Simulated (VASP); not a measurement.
# Sb (Fm-3m) in VASP: further runs, part 2 of 2

VASP 6.6.1.

## 3. Single point, PBE

This run uses another cell than the first one: it holds 1 atom, not 6.

INCAR

```
SYSTEM = Sb
PREC = Accurate
ENCUT = 520
EDIFF = 1E-7
ISMEAR = 0
SIGMA = 0.1
LREAL = .FALSE.
LASPH = .TRUE.
NELM = 80
ALGO = Normal
ISIF = 2
LWAVE = .FALSE.
LCHARG = .FALSE.
GGA = PE
NBANDS = 8
```

KPOINTS

```
regular mesh
0
G
  6 6 6
  0 0 0
```

POSCAR

```
Sb
1.0
    0.0000000000      2.3943115993      2.3943115993
    2.3943115993      0.0000000000      2.3943115993
    2.3943115993      2.3943115993      0.0000000000
Sb
1
Direct
    0.0000000000      0.0000000000      0.0000000000
```

Potentials or basis: VASP PAW PBE potentials, release 64 (Sb).

Command:

```bash
$ cat potpaw_PBE.64/Sb/POTCAR > POTCAR
$ mpirun -np 1 vasp_std > vasp.out
```

OUTCAR:

```text
SYSTEM = Sb
   PREC = Accurate
   ENCUT = 520
   EDIFF = 1E-7
   ISMEAR = 0
   LREAL = .FALSE.
   LASPH = .TRUE.
   NELM = 80
   ISIF = 2
   GGA = PE

 ion  position               nearest neighbor table
   1  0.000  0.000  0.000-

  LATTYP: Found a face centered cubic cell.
 ALAT       =     4.7886231986

  Lattice vectors:

 A1 = (   0.0000000000,   2.3943115993,   2.3943115993)
 A2 = (   2.3943115993,   0.0000000000,   2.3943115993)
 A3 = (   2.3943115993,   2.3943115993,   0.0000000000)

Analysis of symmetry for initial positions (statically):
=====================================================================
 Subroutine PRICEL returns:
 Original cell was already a primitive cell.

 Routine SETGRP: Setting up the symmetry group for a
 face centered cubic supercell.

 Subroutine GETGRP returns: Found 48 space group operations
 (whereof 48 operations were pure point group operations)
 out of a pool of 48 trial point group operations.

The static configuration has the point symmetry O_h .

Analysis of symmetry for dynamics (positions and initial velocities):
=====================================================================
 Subroutine PRICEL returns:
 Original cell was already a primitive cell.

 Routine SETGRP: Setting up the symmetry group for a
 face centered cubic supercell.

 Subroutine GETGRP returns: Found 48 space group operations
 (whereof 48 operations were pure point group operations)
 out of a pool of 48 trial point group operations.

The dynamic configuration has the point symmetry O_h .

 Subroutine INISYM returns: Found 48 space group operations
 (whereof 48 operations are pure point group operations),
 and found     1 'primitive' translations

----------------------------------------------------------------------------------------

                                     Primitive cell

  volume of cell :      27.4519

[... 97 lines left out ...]
     AMIX_MAG =   1.60;   BMIX_MAG =  1.00
  volume/ion in A,a.u.               =      27.45       185.25
  Fermi-wavevector in a.u.,A,eV,Ry     =   0.927985  1.753637 11.716734  0.861156
  Thomas-Fermi vector in A             =   2.054113
   LORBIT       =      0    0 simple, 1 ext, 2 COOP (PROOUT), +10 PAW based schemes
   GGA     = PE    functional components
   LHFCALC =     F    Hartree Fock is set to
   AEXX    =    0.0000 exact exchange contribution
   IVDW    =     0    specifies the selected vdW correction
   LEPSILON=     F    determine dielectric tensor
   LRPA    =     F    only Hartree local field effects (RPA)
 non-spin polarized calculation
 Gauss-broadening in eV      SIGMA  =   0.10
  energy-cutoff  :      520.00
  volume of cell :       27.45
 maximum number of plane-waves:       754
 NGX is ok and might be reduce to    28

 number of electron       5.0000000 magnetization

 Free energy of the ion-electron system (eV)
  ---------------------------------------------------
  ext. energy  EPLUGINS =         0.00000000
  ---------------------------------------------------
  free energy    TOTEN  =        -3.85943530 eV

  energy without entropy =       -3.84842501  energy(sigma->0) =       -3.85393015

 E-fermi :   8.4980     XC(G=0): -10.1510

 val. band max:        8.1512026313   @ k =  -0.1667   0.1667   0.0000
 cond. band min:       8.5186395784   @ k =  -0.3333   0.3333   0.1667
 fundamental gap:      0.3674369471
 Fermi energy:         8.4980311332

 k-point     1 :       0.0000    0.0000    0.0000
  band No.  band energies     occupation
      1      -4.5026      2.00000
      2      13.4523      0.00000
      3      13.4523      0.00000
      4      13.4523      0.00000
      5      18.1648      0.00000
      6      18.1648      0.00000
      7      18.1648      0.00000
      8      18.5153      0.00000
[... 155 lines left out ...]
 k-point    16 :      -0.3333    0.5000    0.1667
  band No.  band energies     occupation
      1       0.8716      2.00000
      2       4.2371      2.00000
      3       6.4425      2.00000
      4       7.1670      2.00000
      5      15.6496      0.00000
      6      16.2385      0.00000
      7      21.7360      0.00000
      8      21.9675      0.00000

------------------------ aborting loop because EDIFF is reached ----------------------------------------

  FORCE on cell =-STRESS in cart. coord.  units (eV):
  Direction    XX          YY          ZZ          XY          YZ          ZX
  --------------------------------------------------------------------------------------
  -------------------------------------------------------------------------------------
  Total       -0.0022828     -0.0022828     -0.0022828     -0.0000000     -0.0000000      0.0000000
  in kB       -0.1332285     -0.1332285     -0.1332285     -0.0000000     -0.0000000      0.0000000
  external PRESSURE =      -0.1332285 kB  Pullay stress =       0.0000000 kB

 VOLUME and BASIS-vectors are now :
 -----------------------------------------------------------------------------
  energy-cutoff  :      520.00
  volume of cell :       27.45
      direct lattice vectors                 reciprocal lattice vectors
     0.000000000  2.394311599  2.394311599    -0.208828291  0.208828291  0.208828291
     2.394311599  0.000000000  2.394311599     0.208828291 -0.208828291  0.208828291
     2.394311599  2.394311599  0.000000000     0.208828291  0.208828291 -0.208828291

 POSITION                                       TOTAL-FORCE (eV/Angst)
 -----------------------------------------------------------------------------------
      0.00000      0.00000      0.00000         0.000000      0.000000      0.000000
 -----------------------------------------------------------------------------------
    total drift:                                0.000000     -0.000000     -0.000000

  FREE ENERGIE OF THE ION-ELECTRON SYSTEM (eV)
  ---------------------------------------------------
  free  energy   TOTEN  =        -3.8594352951 eV

  energy  without entropy=       -3.8484250134  energy(sigma->0) =       -3.85393015
```

OSZICAR:

```text
N       E                     dE             d eps       ncg     rms          rms(c)
DAV:   1     0.424343122849E+01    0.42434E+01   -0.17663E+03   256   0.415E+02
DAV:   2    -0.378396857851E+01   -0.80274E+01   -0.77083E+01   376   0.502E+01
DAV:   3    -0.386417229826E+01   -0.80204E-01   -0.80200E-01   312   0.583E+00
DAV:   4    -0.386443021747E+01   -0.25792E-03   -0.25792E-03   400   0.384E-01
DAV:   5    -0.386443050783E+01   -0.29036E-06   -0.29083E-06   312   0.778E-03    0.164E+00
DAV:   6    -0.386111883736E+01    0.33117E-02   -0.21354E-03   304   0.241E-01    0.926E-01
DAV:   7    -0.385942024300E+01    0.16986E-02   -0.44109E-03   312   0.349E-01    0.562E-02
DAV:   8    -0.385943586496E+01   -0.15622E-04   -0.55663E-05   352   0.583E-02    0.437E-03
DAV:   9    -0.385943599274E+01   -0.12778E-06   -0.77123E-07   328   0.665E-03    0.992E-04
DAV:  10    -0.385943538496E+01    0.60778E-06   -0.66104E-08   368   0.152E-03    0.857E-04
DAV:  11    -0.385943525222E+01    0.13275E-06   -0.12735E-09   248   0.306E-04    0.117E-04
DAV:  12    -0.385943529509E+01   -0.42876E-07   -0.20030E-10   208   0.801E-05
   1 F= -.38594353E+01 E0= -.38539302E+01  d E =-.110103E-01
```

stdout:

```text
POSCAR found type information on POSCAR Sb
 POSCAR found :  1 types and       1 ions
 scaLAPACK will be used
 LDA part: xc-table for (Slater+PW92), standard interpolation
 POSCAR, INCAR and KPOINTS ok, starting setup
 FFT: planning ... GRIDC
 FFT: planning ... GRID_SOFT
 FFT: planning ... GRID
 WAVECAR not read
 entering main loop
```

Run time: 7.9 s. Hardware: 1 thread of AMD EPYC 7R43 (Zen 3), shared host; peak memory 0.12 GiB.

Results:

* Free energy: -3.8594 eV
* Pressure: 0.0 GPa

Caveat: the k points lie up to 0.38 Å⁻¹ apart; spin-orbit coupling is left out, which moves the levels of the heavy elements.

## 4. Single point, PBE

This run uses another cell than the first one: it holds 1 atom, not 6.

INCAR

```
SYSTEM = Sb
PREC     = Accurate       ! precision mode
ENCUT    = 520            ! plane-wave cutoff, eV
EDIFF    = 1E-6           ! SCF threshold, eV
ISMEAR   = 0              ! smearing method
SIGMA    = 0.1            ! smearing width, eV
LREAL    = .FALSE.        ! projectors in reciprocal space
LASPH    = .TRUE.         ! aspherical terms in the spheres
NELM     = 60             ! most SCF steps
ALGO     = Normal         ! electronic algorithm
ISIF     = 2              ! what is computed and relaxed
LWAVE    = .FALSE.        ! write WAVECAR
LCHARG   = .FALSE.        ! write CHGCAR
GGA      = PE             ! functional
NBANDS   = 8              ! bands
```

KPOINTS

```
Automatic mesh
0
G
  6 6 6
  0 0 0
```

POSCAR

```
Sb
1.0
    0.0000000000      2.5049848768      2.5049848768
    2.5049848768      0.0000000000      2.5049848768
    2.5049848768      2.5049848768      0.0000000000
Sb
1
Direct
    0.0000000000      0.0000000000      0.0000000000
```

Command:

```bash
$ cat potpaw_PBE.64/Sb/POTCAR > POTCAR
$ mpirun -np 1 vasp_std > vasp.out
```

Wall time 5.6 s (1 thread of AMD EPYC 7R43 (Zen 3), shared host); peak memory 0.11 GiB.

The run converged. Its results:

```yaml
Free_energy: -3.7779 eV
Pressure: -5.9 GPa
```

Levels at points of the mesh, in eV from the Fermi level:
```tsv
k point	band 1	band 2	band 3	band 4	band 5	band 6	band 7
(0.00, 0.00, 0.00)	-12.03	4.05	4.05	4.05	9.26	9.26	9.26
(0.50, 0.00, 0.00)	-9.09	-5.10	2.72	2.72	7.06	8.51	8.51
(0.50, 0.50, 0.00)	-7.88	-4.35	0.12	0.12	3.85	4.47	16.35
```

Caveat: the k points lie up to 0.36 Å⁻¹ apart; spin-orbit coupling is left out, which moves the levels of the heavy elements.

## 5. Relaxation of cell and atoms, PBE

This run uses another cell than the first one: it holds 1 atom, not 6.

INCAR

```
SYSTEM = Sb
  PREC = Accurate
  ENCUT = 600
  EDIFF = 1E-6
  ISMEAR = 0
  SIGMA = 0.1
  LREAL = .FALSE.
  LASPH = .TRUE.
  NELM = 100
  ALGO = Normal
  ISIF = 3
  LWAVE = .FALSE.
  LCHARG = .FALSE.
  GGA = PE
  IBRION = 2
  NSW = 90
  EDIFFG = -0.04
```

KPOINTS

```
regular mesh
0
G
  6 6 6
  0 0 0
```

POSCAR is that of step 4.

Potentials or basis: VASP PAW PBE potentials, release 64 (Sb).

Command:

```bash
$ cat potpaw_PBE.64/Sb/POTCAR > POTCAR
$ mpirun -np 1 vasp_std > vasp.out
```

OUTCAR:

```text
SYSTEM = Sb
   PREC = Accurate
   ENCUT = 600
   EDIFF = 1E-6
   ISMEAR = 0
   LREAL = .FALSE.
   LASPH = .TRUE.
   NELM = 100
   ISIF = 3
   GGA = PE
   IBRION = 2
   NSW = 90
   EDIFFG = -0.04

 ion  position               nearest neighbor table
   1  0.000  0.000  0.000-

  LATTYP: Found a face centered cubic cell.
 ALAT       =     5.0099697536

  Lattice vectors:

 A1 = (   0.0000000000,   2.5049848768,   2.5049848768)
 A2 = (   2.5049848768,   0.0000000000,   2.5049848768)
 A3 = (   2.5049848768,   2.5049848768,   0.0000000000)

Analysis of symmetry for initial positions (statically):
=====================================================================
 Subroutine PRICEL returns:
 Original cell was already a primitive cell.

 Routine SETGRP: Setting up the symmetry group for a
[... 161 lines left out ...]

 val. band max:        6.8435580540   @ k =  -0.3333   0.1667   0.0000
 cond. band min:       6.9568844436   @ k =  -0.3333   0.3333   0.1667
 fundamental gap:      0.1133263896
 Fermi energy:         6.8516732926

 k-point     1 :       0.0000    0.0000    0.0000
  band No.  band energies     occupation
      1      -5.1805      2.00000
      2      10.8998      0.00000
      3      10.8998      0.00000
      4      10.8998      0.00000
      5      16.1122      0.00000
      6      16.1122      0.00000
[... 202 lines left out ...]
--------------------------------------- Ionic step        3  -------------------------------------------

 number of electron       5.0000000 magnetization

 Free energy of the ion-electron system (eV)
  ---------------------------------------------------
  ext. energy  EPLUGINS =         0.00000000
  ---------------------------------------------------
  free energy    TOTEN  =        -3.85956088 eV

  energy without entropy =       -3.84855957  energy(sigma->0) =       -3.85406023

 E-fermi :   8.5031     XC(G=0): -10.1528

 val. band max:        8.1570299884   @ k =  -0.1667   0.1667   0.0000
 cond. band min:       8.5234690000   @ k =  -0.3333   0.3333   0.1667
 fundamental gap:      0.3664390115
 Fermi energy:         8.5030911402

 k-point     1 :       0.0000    0.0000    0.0000
  band No.  band energies     occupation
      1      -4.5006      2.00000
      2      13.4603      0.00000
      3      13.4603      0.00000
      4      13.4603      0.00000
      5      18.1711      0.00000
      6      18.1711      0.00000
[... 161 lines left out ...]
  FREE ENERGIE OF THE ION-ELECTRON SYSTEM (eV)
  ---------------------------------------------------
  free  energy   TOTEN  =        -3.8595608836 eV

  energy  without entropy=       -3.8485595729  energy(sigma->0) =       -3.85406023

 reached required accuracy - stopping structural energy minimisation
```

OSZICAR:

```text
N       E                     dE             d eps       ncg     rms          rms(c)
DAV:   1     0.807335582436E+01    0.80734E+01   -0.17637E+03   192   0.619E+02
DAV:   2    -0.360081775483E+01   -0.11674E+02   -0.11587E+02   282   0.781E+01
DAV:   3    -0.378290902279E+01   -0.18209E+00   -0.18194E+00   234   0.101E+01
[... 19 lines left out ...]
DAV:   2    -0.386217952039E+01    0.48780E-02   -0.37545E-03   192   0.518E-01    0.223E-01
DAV:   3    -0.385956951502E+01    0.26100E-02   -0.49581E-03   198   0.407E-01    0.679E-02
DAV:   4    -0.385956662120E+01    0.28938E-05   -0.26984E-05   204   0.563E-02    0.565E-02
DAV:   5    -0.385956135798E+01    0.52632E-05   -0.28975E-06   192   0.158E-02    0.125E-02
DAV:   6    -0.385956088359E+01    0.47439E-06   -0.85923E-08    96   0.273E-03
   3 F= -.38595609E+01 E0= -.38540602E+01  d E =-.816861E-01
```

Wall time 12 s (1 thread of AMD EPYC 7R43 (Zen 3), shared host); peak memory 0.13 GiB.

What came out:

| Item | Value |
| --- | --- |
| Free energy | -3.8596 eV |
| Relaxed volume | 27.44 Å³/atom |
| Relaxed cell | a = 3.386 Å, b = 3.386 Å, c = 3.386 Å, α = 60.00°, β = 60.00°, γ = 60.00° |
| Space group after relaxing (to 0.05 Å) | Fm-3m (No. 225) |
| Energy gained by relaxing | 81.7 meV/atom |
| Ionic steps | 3 |
| Pressure after relaxing | 0.0 GPa |

Step by step:
```
step  energy change (eV)  largest force (eV/Å)  pressure (GPa)  volume (Å³)
   1              0.0000                0.0000           -5.86        31.44
   2             -0.0754                0.0000            2.18        26.49
   3             -0.0817                0.0000            0.01        27.44
```

Final structure:
```
Sb
1.0
     0.00000    2.39399    2.39399
     2.39399    0.00000    2.39399
     2.39399    2.39399    0.00000
Sb
1
Direct
  0.00000 0.00000 0.00000
```

Caveat: the k points lie up to 0.38 Å⁻¹ apart in the final cell; spin-orbit coupling is left out, which moves the levels of the heavy elements.

## 6. The runs side by side

| task | cell | k mesh | cutoff (eV) | gap on the mesh (eV) | pressure (GPa) | relaxed volume (Å³/atom) |
| --- | --- | --- | --- | --- | --- | --- |
| relaxation of cell and atoms | relaxed from a = 6.781 Å, angles 60.0°, 6 atoms | 4 × 4 × 4 | 600 | - | 0.1 | 32.07 |
| single point | a = 3.386 Å, angles 60.0°, 1 atom | 6 × 6 × 6 | 520 | none | 0.0 | - |
| single point | a = 3.543 Å, angles 60.0°, 1 atom | 6 × 6 × 6 | 520 | none | -5.9 | - |
| relaxation of cell and atoms | relaxed from a = 3.543 Å, angles 60.0°, 1 atom | 6 × 6 × 6 | 600 | none | 0.0 | 27.44 |

Alike in all rows: level PBE; potentials or basis VASP PAW PBE potentials, release 64 (Sb); no spin polarisation; smearing gaussian 0.1 eV.

Caveats: some runs use coarse meshes; spin-orbit coupling is left out, which moves the levels of the heavy elements; the bands computed are all filled at some k points, so no gap is given (some runs).

Absolute energies hang on the potentials; compare differences alone.
